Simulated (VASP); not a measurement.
# BaTiO3 (P1) in VASP: single point with PBE

Aim: the single point of BaTiO3 with PBE.

Program: VASP 6.6.1. These are calculated values, not measurements. Logs are shortened: lines on timing, memory, paths and dates and some standing lists are left out, and cuts for length are marked.

**1. The cell of the first run**

The typed cell holds 10 atoms: a = 4.007 Å, b = 4.007 Å, c = 8.015 Å, α = 90.00°, β = 90.00°, γ = 90.00°.

**2. Single point, PBE**

INCAR

```
PREC = Accurate
ENCUT = 520
EDIFF = 1E-6
ISMEAR = -1
SIGMA = 0.05
LREAL = F
LASPH = T
NELM = 100
ALGO = Normal
ISIF = 2
LWAVE = F
LCHARG = F
GGA = PE
NBANDS = 51
```

KPOINTS

```
regular mesh
0
Gamma
  3 3 2
```

POSCAR

```
BaTiO3
1.0
    4.0073000000      0.0000000000      0.0000000000
    0.0000000000      4.0073000000      0.0000000000
    0.0000000000      0.0000000000      8.0146000000
Ba Ti O
2 2 6
Direct
    0.5774118300      0.5950023200      0.2399217200
    0.5133239400      0.4560751000      0.7636477900
    0.0354144600      0.9982134600      0.0132376500
    0.9499882200      0.9711686500      0.5185272300
    0.5690732100      0.9256262100      0.9797733700
    0.4293289800      0.9665517700      0.5005258200
    0.9689020100      0.5955733500      0.9841481100
    0.9541317500      0.4628596100      0.5236707700
    0.9618464100      0.0102451400      0.2239939200
    0.0405791900      0.0186844000      0.7525536100
```

Potentials or basis: VASP PAW PBE potentials, release 64 (Ba_sv, Ti_sv, O).

Launch:

```console
$ cat potpaw_PBE.64/Ba_sv/POTCAR potpaw_PBE.64/Ti_sv/POTCAR potpaw_PBE.64/O/POTCAR > POTCAR
$ mpirun -np 1 vasp_std > vasp.out
```

OUTCAR:

```text
PREC = Accurate
   ENCUT = 520
   EDIFF = 1E-6
   ISMEAR = -1
   LREAL = F
   LASPH = T
   NELM = 100
   ISIF = 2
   GGA = PE

 ion  position               nearest neighbor table
   1  0.577  0.595  0.240-   9 2.27   5 2.47   7 2.58   6 2.63   8 2.78   9 2.81   9 2.98   3 3.05
                             4 3.08   7 3.19   3 3.26   6 3.33   3 3.52   4 3.67   4 3.69   3 3.71
   2  0.513  0.456  0.764-   5 2.57  10 2.58   7 2.60   8 2.61  10 2.75   5 2.75   7 2.86   6 2.90
                            10 2.95   8 2.95   6 2.96  10 3.09   4 3.27   3 3.32   4 3.34   3 3.43
   3  0.035  0.998  0.013-   7 1.65   9 1.72   5 1.91  10 2.09   5 2.17   7 2.42   1 3.05   1 3.26
                             2 3.32   2 3.43   1 3.52   2 3.52   2 3.62   1 3.71
   4  0.950  0.971  0.519-  10 1.92   6 1.93   8 1.97   8 2.04   6 2.09   9 2.37   1 3.08   2 3.27
                             2 3.34   2 3.57   2 3.64   1 3.67   1 3.69
   5  0.569  0.926  0.980-   3 1.91   3 2.17   1 2.47   2 2.57   2 2.75
   6  0.429  0.967  0.501-   4 1.93   4 2.09   1 2.63   2 2.90   2 2.96   1 3.33
   7  0.969  0.596  0.984-   3 1.65   3 2.42   1 2.58   2 2.60   2 2.86   1 3.19
   8  0.954  0.463  0.524-   4 1.97   4 2.04   2 2.61   1 2.78   2 2.95
   9  0.962  0.010  0.224-   3 1.72   1 2.27   4 2.37   1 2.81   1 2.98
  10  0.041  0.019  0.753-   4 1.92   3 2.09   2 2.58   2 2.75   2 2.95   2 3.09

  LATTYP: Found a simple tetragonal cell.
 ALAT       =     4.0073000000
 C/A-ratio  =     2.0000000000

  Lattice vectors:

 A1 = (   4.0073000000,   0.0000000000,   0.0000000000)
 A2 = (   0.0000000000,   4.0073000000,   0.0000000000)
 A3 = (   0.0000000000,   0.0000000000,   8.0146000000)

Analysis of symmetry for initial positions (statically):
=====================================================================
 Subroutine PRICEL returns:
 Original cell was already a primitive cell.

 Routine SETGRP: Setting up the symmetry group for a
 simple tetragonal supercell.

 Subroutine GETGRP returns: Found  1 space group operations
 (whereof  1 operations were pure point group operations)
 out of a pool of 16 trial point group operations.

The static configuration has the point symmetry C_1 .

Analysis of symmetry for dynamics (positions and initial velocities):
=====================================================================
 Subroutine PRICEL returns:
 Original cell was already a primitive cell.

 Routine SETGRP: Setting up the symmetry group for a
 simple tetragonal supercell.

 Subroutine GETGRP returns: Found  1 space group operations
 (whereof  1 operations were pure point group operations)
 out of a pool of 16 trial point group operations.

The dynamic configuration has the point symmetry C_1 .

 Subroutine INISYM returns: Found  1 space group operations
 (whereof  1 operations are pure point group operations),
 and found     1 'primitive' translations

----------------------------------------------------------------------------------------

                                     Primitive cell

  volume of cell :     128.7021

  direct lattice vectors                    reciprocal lattice vectors
     4.007300000  0.000000000  0.000000000     0.249544581  0.000000000  0.000000000
     0.000000000  4.007300000  0.000000000     0.000000000  0.249544581  0.000000000
     0.000000000  0.000000000  8.014600000     0.000000000  0.000000000  0.124772291

  length of vectors
     4.007300000  4.007300000  8.014600000     0.249544581  0.249544581  0.124772291

  position of ions in fractional coordinates (direct lattice)
     0.577411830  0.595002320  0.239921720
     0.513323940  0.456075100  0.763647790
     0.035414460  0.998213460  0.013237650
     0.949988220  0.971168650  0.518527230
     0.569073210  0.925626210  0.979773370
     0.429328980  0.966551770  0.500525820
     0.968902010  0.595573350  0.984148110
     0.954131750  0.462859610  0.523670770
     0.961846410  0.010245140  0.223993920
     0.040579190  0.018684400  0.752553610

  ion indices of the primitive-cell ions
   primitive index   ion index
                 1           1
                 2           2
                 3           3
                 4           4
                 5           5
                 6           6
                 7           7
                 8           8
                 9           9
                10          10

----------------------------------------------------------------------------------------

 KPOINTS: regular mesh

Automatic generation of k-mesh.
 Grid dimensions read from file:
 generate k-points for:    3    3    2

 Generating k-lattice:

  Cartesian coordinates                     Fractional coordinates (reciprocal lattice)
     0.083181527  0.000000000  0.000000000     0.333333333  0.000000000  0.000000000
     0.000000000  0.083181527  0.000000000     0.000000000  0.333333333  0.000000000
     0.000000000  0.000000000  0.062386145     0.000000000  0.000000000  0.500000000

  Length of vectors
     0.083181527  0.083181527  0.062386145

  Shift w.r.t. Gamma in fractional coordinates (k-lattice)
     0.000000000  0.000000000  0.000000000

 Subroutine IBZKPT returns following result:
 ===========================================

 Found     10 irreducible k-points:

 Following reciprocal coordinates:
            Coordinates               Weight
  0.000000  0.000000  0.000000      1.000000
  0.333333  0.000000  0.000000      2.000000
  0.000000  0.333333  0.000000      2.000000
  0.333333  0.333333  0.000000      2.000000
 -0.333333  0.333333  0.000000      2.000000
  0.000000  0.000000  0.500000      1.000000
  0.333333  0.000000  0.500000      2.000000
  0.000000  0.333333  0.500000      2.000000
  0.333333  0.333333  0.500000      2.000000
 -0.333333  0.333333  0.500000      2.000000
   k-points           NKPTS =     10   k-points in BZ     NKDIM =     10   number of bands    NBANDS=     51
   number of dos      NEDOS =    301   number of ions     NIONS =     10
   total plane-waves  NPLWV =  54000
   dimension x,y,z NGX =    30 NGY =   30 NGZ =   60
   dimension x,y,z NGXF=    60 NGYF=   60 NGZF=  120
   ions per type =               2   2   6
   NGX,Y,Z   is equivalent  to a cutoff of  12.45, 12.45, 12.45 a.u.
   NGXF,Y,Z  is equivalent  to a cutoff of  24.89, 24.89, 24.89 a.u.
 SYSTEM =  unknown system
   PREC   = accura    normal or accurate (medium, high low for compatibility)
   ISTART =      0    job   : 0-new  1-cont  2-samecut
   ICHARG =      2    charge: 1-file 2-atom 10-const
   ISPIN  =      1    spin polarized calculation?
   LNONCOLLINEAR =      F non collinear calculations
   LSORBIT =      F    spin-orbit coupling
   LASPH  =      T    aspherical Exc in radial PAW
   ENCUT  =  520.0 eV  38.22 Ry    6.18 a.u.   7.45  7.45 14.90*2*pi/ulx,y,z
   NELM   =    100;   NELMIN=  2; NELMDL= -5     # of ELM steps
   EDIFF  = 0.1E-05   stopping-criterion for ELM
   LREAL  =      F    real-space projection
   EDIFFG = 0.1E-04   stopping-criterion for IOM
   NSW    =      0    number of steps for IOM
   IBRION =     -1    ionic relax: 0-MD 1-quasi-New 2-CG
   NFREE  =      0    steps in history (QN), initial steepest desc. (CG)
   ISIF   =      2    stress and relaxation
   ISYM   =      2    0-nonsym 1-usesym 2-fastsym
   POTIM  = 0.5000    time-step for ionic-motion
   TEBEG  =    0.0;   TEEND  =   0.0 temperature during run
   PSTRESS=    0.0 pullay stress
   NELECT =      80.0000    total number of electrons
   NUPDOWN=      -1.0000    fix difference up-down
   EMIN   =  10.00;   EMAX   =-10.00  energy-range for DOS
   EFERMI =   0.00;   METHOD = LEGACY
   ISMEAR =    -1;   SIGMA  =   0.05  broadening in eV -4-tet -1-fermi 0-gaus
   EFERMI_NEDOS =   21; number of points for ismear=-14 and -15
   IALGO  =     38    algorithm
   IMIX   =      4    mixing-type and parameters
     AMIX     =   0.40;   BMIX     =  1.00
     AMIX_MAG =   1.60;   BMIX_MAG =  1.00
  volume/ion in A,a.u.               =      12.87        86.85
  Fermi-wavevector in a.u.,A,eV,Ry     =   1.397150  2.640230 26.558947  1.952028
  Thomas-Fermi vector in A             =   2.520434
   LORBIT       =      0    0 simple, 1 ext, 2 COOP (PROOUT), +10 PAW based schemes
   GGA     = PE    functional components
   LHFCALC =     F    Hartree Fock is set to
   AEXX    =    0.0000 exact exchange contribution
   IVDW    =     0    specifies the selected vdW correction
   LEPSILON=     F    determine dielectric tensor
   LRPA    =     F    only Hartree local field effects (RPA)
 non-spin polarized calculation
  energy-cutoff  :      520.00
  volume of cell :      128.70
 maximum number of plane-waves:      3494
 NGX is ok and might be reduce to    30
   NGX = 15   NGY = 15   NGZ = 29

 number of electron      79.9999992 magnetization

 Free energy of the ion-electron system (eV)
  ---------------------------------------------------
  ext. energy  EPLUGINS =         0.00000000
  ---------------------------------------------------
  free energy    TOTEN  =       -75.14528887 eV

  energy without entropy =      -75.14528874  energy(sigma->0) =      -75.14528880

 E-fermi :   5.0354     XC(G=0): -11.1389

 val. band max:        4.2989157921   @ k =   0.0000   0.0000   0.0000
 cond. band min:       5.7731535162   @ k =   0.0000   0.0000   0.0000
 fundamental gap:      1.4742377241
 Fermi energy:         5.0354057610

 k-point     1 :       0.0000    0.0000    0.0000
  band No.  band energies     occupation
      1     -52.8156      2.00000
      2     -52.0400      2.00000
      3     -29.1079      2.00000
      4     -29.0151      2.00000
      5     -29.0080      2.00000
      6     -28.7142      2.00000
[... 43 lines left out ...]
     50       9.1169      0.00000
     51       9.7476      0.00000

 k-point     2 :       0.3333    0.0000    0.0000
  band No.  band energies     occupation
      1     -52.8149      2.00000
      2     -52.0392      2.00000
      3     -29.1060      2.00000
      4     -29.0517      2.00000
      5     -29.0068      2.00000
      6     -28.7136      2.00000
[... 43 lines left out ...]
     50      10.2789      0.00000
     51      10.8739      0.00000

 k-point     3 :       0.0000    0.3333    0.0000
  band No.  band energies     occupation
      1     -52.8149      2.00000
      2     -52.0392      2.00000
      3     -29.1071      2.00000
      4     -29.0448      2.00000
      5     -29.0133      2.00000
      6     -28.7507      2.00000
[... 43 lines left out ...]
     50       9.9227      0.00000
     51      10.6704      0.00000

 k-point     4 :       0.3333    0.3333    0.0000
  band No.  band energies     occupation
      1     -52.8142      2.00000
      2     -52.0384      2.00000
      3     -29.1053      2.00000
      4     -29.0504      2.00000
      5     -29.0425      2.00000
      6     -28.7492      2.00000
[... 43 lines left out ...]
     50      10.8541      0.00000
     51      11.1265      0.00000

 k-point     5 :      -0.3333    0.3333    0.0000
  band No.  band energies     occupation
      1     -52.8142      2.00000
      2     -52.0384      2.00000
      3     -29.1053      2.00000
      4     -29.0502      2.00000
      5     -29.0427      2.00000
      6     -28.7489      2.00000
[... 43 lines left out ...]
     50      10.6994      0.00000
     51      11.1240      0.00000

 k-point     6 :       0.0000    0.0000    0.5000
  band No.  band energies     occupation
      1     -52.8156      2.00000
      2     -52.0401      2.00000
      3     -29.1068      2.00000
      4     -29.0151      2.00000
      5     -29.0080      2.00000
      6     -28.7143      2.00000
[... 43 lines left out ...]
     50       9.3631      0.00000
     51       9.6574      0.00000

 k-point     7 :       0.3333    0.0000    0.5000
  band No.  band energies     occupation
      1     -52.8149      2.00000
      2     -52.0392      2.00000
      3     -29.1050      2.00000
      4     -29.0516      2.00000
      5     -29.0068      2.00000
      6     -28.7136      2.00000
[... 43 lines left out ...]
     50      10.3887      0.00000
     51      10.7143      0.00000

 k-point     8 :       0.0000    0.3333    0.5000
  band No.  band energies     occupation
      1     -52.8149      2.00000
      2     -52.0392      2.00000
      3     -29.1061      2.00000
      4     -29.0448      2.00000
      5     -29.0133      2.00000
      6     -28.7507      2.00000
[... 43 lines left out ...]
     50       9.9330      0.00000
     51      10.6006      0.00000

 k-point     9 :       0.3333    0.3333    0.5000
  band No.  band energies     occupation
      1     -52.8142      2.00000
      2     -52.0384      2.00000
      3     -29.1044      2.00000
      4     -29.0504      2.00000
      5     -29.0425      2.00000
      6     -28.7492      2.00000
[... 43 lines left out ...]
     50      10.9893      0.00000
     51      11.1719      0.00000

 k-point    10 :      -0.3333    0.3333    0.5000
  band No.  band energies     occupation
      1     -52.8142      2.00000
      2     -52.0384      2.00000
      3     -29.1044      2.00000
      4     -29.0502      2.00000
      5     -29.0426      2.00000
      6     -28.7489      2.00000
[... 43 lines left out ...]
     50      10.7443      0.00000
     51      10.9088      0.00000

------------------------ aborting loop because EDIFF is reached ----------------------------------------

  FORCE on cell =-STRESS in cart. coord.  units (eV):
  Direction    XX          YY          ZZ          XY          YZ          ZX
  --------------------------------------------------------------------------------------
  -------------------------------------------------------------------------------------
  Total       13.5557233     18.4612670     18.3192804      1.7424837     -0.7634631     -2.8733331
  in kB      168.7515270    229.8193118    228.0517592     21.6917074     -9.5041453    -35.7693457
  external PRESSURE =     208.8741993 kB  Pullay stress =       0.0000000 kB

 VOLUME and BASIS-vectors are now :
 -----------------------------------------------------------------------------
  energy-cutoff  :      520.00
  volume of cell :      128.70
      direct lattice vectors                 reciprocal lattice vectors
     4.007300000  0.000000000  0.000000000     0.249544581  0.000000000  0.000000000
     0.000000000  4.007300000  0.000000000     0.000000000  0.249544581  0.000000000
     0.000000000  0.000000000  8.014600000     0.000000000  0.000000000  0.124772291

 POSITION                                       TOTAL-FORCE (eV/Angst)
 -----------------------------------------------------------------------------------
      2.31386      2.38435      1.92288        -3.224411     -3.860119      1.094032
      2.05704      1.82763      6.12033        -0.739991      0.582598     -0.781938
      0.14192      4.00014      0.10609         1.461793      2.835818     -4.271458
      3.80689      3.89176      4.15579         2.128777      0.945170      2.500125
      2.28045      3.70926      7.85249        -4.480243      4.146911      0.137693
      1.72045      3.87326      4.01151         1.530694     -0.012810     -0.687648
      3.88268      2.38664      7.88755         3.019130     -7.467809      0.499973
      3.82349      1.85482      4.19701        -0.351232      1.006557     -1.430873
      3.85441      0.04106      1.79522         1.941958      2.204006      4.574682
      0.16261      0.07487      6.03142        -1.286477     -0.380322     -1.634588
 -----------------------------------------------------------------------------------
    total drift:                                0.000871     -0.000550     -0.000721

  FREE ENERGIE OF THE ION-ELECTRON SYSTEM (eV)
  ---------------------------------------------------
  free  energy   TOTEN  =       -75.1452888690 eV

  energy  without entropy=      -75.1452887410  energy(sigma->0) =      -75.14528880
```

Run time: 64 s. Hardware: 1 thread of Intel Xeon Platinum 8488C (Sapphire Rapids), shared host; peak memory 0.24 GiB.

Results:

- Free energy: -75.1453 eV
- Pressure: 20.9 GPa
- Largest force: 8.071 eV/Å
- Band gap on the k mesh: 1.47 eV, direct

Forces on the atoms (eV/Å):
```
Ba  -3.224 -3.860  1.094
Ba  -0.740  0.583 -0.782
Ti   1.462  2.836 -4.271
Ti   2.129  0.945  2.500
O   -4.480  4.147  0.138
O    1.531 -0.013 -0.688
O    3.019 -7.468  0.500
O   -0.351  1.007 -1.431
O    1.942  2.204  4.575
O   -1.286 -0.380 -1.635
```

Caveat: the k points lie up to 0.52 Å⁻¹ apart; spin-orbit coupling is left out, which moves the levels of the heavy elements; forces of over 1 eV/Å act on the atoms, so gaps and moduli don't describe the material at rest. A k mesh can miss the band edges.
